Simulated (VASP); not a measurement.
Here is a VASP 6.6.1 calculation.

INCAR

```
SYSTEM = Al
PREC = Accurate
ENCUT = 520
EDIFF = 1E-7
ISMEAR = -1
SIGMA = 0.05
LREAL = .False.
LASPH = .True.
NELM = 60
ALGO = Normal
ISIF = 2
LWAVE = .False.
LCHARG = .False.
GGA = PS
NBANDS = 14
```

File KPOINTS:

```
Automatic mesh
0
Gamma
  11 11 3
  0 0 0
```

POSCAR

```
Al
1.0
    2.8081027812      0.0000000000      0.0000000000
   -1.4040513906      2.4318883449      0.0000000000
    0.0000000000      0.0000000000      9.1243402522
Al
4
Direct
    0.6666666667      0.3333333333      0.7500000000
    0.0000000000      0.0000000000      0.5000000000
    0.3333333333      0.6666666667      0.2500000000
    0.0000000000      0.0000000000      0.0000000000
```

Potentials or basis: VASP PAW PBE potentials, release 64 (Al).

Launch:

```console
$ cat potpaw_PBE.64/Al/POTCAR > POTCAR
$ mpirun -np 1 vasp_std > vasp.out
```

Question: Estimate the pressure.

Answer: 3.9 GPa.

Question: What does it give for the band gap on the k mesh?

Answer: Zero (band 6 reaches 12.61 eV, above the bottom of band 7 at 6.62 eV).

Stress tensor (GPa, compression positive):
```
3.19 0.00 0.00
0.00 3.19 0.00
0.00 0.00 5.27
```

Caveat: the PAW data sets were made with another functional, which shifts forces and pressure a little.
